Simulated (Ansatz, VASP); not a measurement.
## One calculation of InAs, two programs

```
CELL_PARAMETERS angstrom
0.00000 3.03812 3.01800
3.03812 0.00000 3.01800
3.03812 3.03812 0.00000
ATOMIC_POSITIONS crystal
In 0.00000 0.00000 0.00000
As 0.25000 0.25000 0.25000
```

Alike in both runs: task single point; functional RPBE; k mesh 6 × 6 × 6; occupations fermi-dirac, width 0.02 eV; no spin polarisation.

```csv
,VASP,Ansatz
version,VASP 6.6.1,Ansatz 0.2.0
potentials or method,"VASP PAW PBE potentials, release 64 (In_d, As), cutoff 500 eV","plane waves, PAW"
valence electrons in the cell,18,28
```

Ansatz gave:

* pressure (GPa): 5.2
* traceless stress, the component that is largest in VASP (GPa): 0.11

Which values does VASP return?

Pressure (GPa): 5.3; traceless stress, the component that is largest in VASP (GPa): 0.11.

VASP's potentials were made for PBE, not for RPBE. VASP's potentials hold 18 valence electrons a cell and Ansatz's 28, so a difference there can come from the potentials and not from the codes. Ansatz's warnings: stress scf threshold loose.
